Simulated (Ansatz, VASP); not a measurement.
## Two plane-wave programs on Be3BiAs

```xyz
5
Lattice="4.8906 0.0000 0.0000 0.0000 4.8906 0.0000 0.0000 0.0000 4.8906" Properties=species:S:1:pos:R:3 pbc="T T T"
As    0.0000    0.0000    0.0000
Bi    2.4453    2.4453    2.4453
Be    2.4453    2.4453    0.0000
Be    2.4453    0.0000    2.4453
Be    0.0000    2.4453    2.4453
```

Alike in both runs: task single point; functional PBE; k mesh 4 × 4 × 4; occupations gaussian, width 0.05 eV; no spin polarisation.

```csv
,VASP,Ansatz
version,VASP 6.6.1,Ansatz 0.2.0
potentials or method,"VASP PAW PBE potentials, release 64 (As, Bi_d, Be), cutoff 600 eV","scalar-relativistic, plane waves, PAW"
valence electrons in the cell,26,36
```

|  | VASP | Ansatz | Ansatz less VASP |
| --- | --- | --- | --- |
| gap on the k mesh at the Fermi level (eV) | none | none | - |
| pressure (GPa) | -4.0 | -4.0 | +0.01 |

A gap of «none» marks a metal or a gap that the smearing closes. VASP's potentials hold 26 valence electrons a cell and Ansatz's 36, so a difference there can come from the potentials and not from the codes.

Neither program's run includes spin-orbit coupling.
